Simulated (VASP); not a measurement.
Write the native input for VASP 6.6.1 that does the following.

```
Task                   : single point
Functional             : PBEsol
Potentials or basis    : VASP PAW PBE potentials, release 64 (P)
Cutoff                 : 500 eV
k mesh                 : 10 × 10 × 9
Occupations            : fermi-dirac, width 0.08 eV
Spin                   : no spin polarisation
Dipole correction      : no
Further INCAR settings : ALGO = Normal; EDIFF = 1e-06; NBANDS = 8
```

The structure of P lies in POSCAR:

```
P
1.0
    4.3567085816      0.0000000000      0.0000000000
    0.0000000000      4.3567085816      0.0000000000
    0.0000000000      0.0000000000      4.4638649366
P
1
Direct
    0.0000000000      0.0000000000      0.0000000000
```

The input as run:

INCAR

```
ALGO = Normal
EDIFF = 1E-6
ENCUT = 500
GGA = PS
GGA_COMPAT = F
ISIF = 2
ISMEAR = -1
LASPH = T
LCHARG = T
LELF = T
LREAL = F
LVHAR = T
LWAVE = F
NBANDS = 8
NELM = 120
PREC = Accurate
SIGMA = 0.08
```

KPOINTS

```
k-points
0
Gamma
  10 10 9
```

Potentials or basis: VASP PAW PBE potentials, release 64 (P).

The run is started by

```bash
$ cat potpaw_PBE.64/P/POTCAR > POTCAR
$ mpirun -np 1 vasp_std > vasp.out
```

It gave:

| Property | Result |
| --- | --- |
| Pressure | -3.3 GPa |
| Band gap on the k mesh | zero (an odd number of electrons rules out a gap without spin polarisation) |

Caveat: the cell stands under tension; the PAW data sets were made with another functional, which shifts forces and pressure a little.

Wall time 65 s on 1 thread of Intel Xeon 8259CL, on a shared host, peak memory 0.21 GiB.
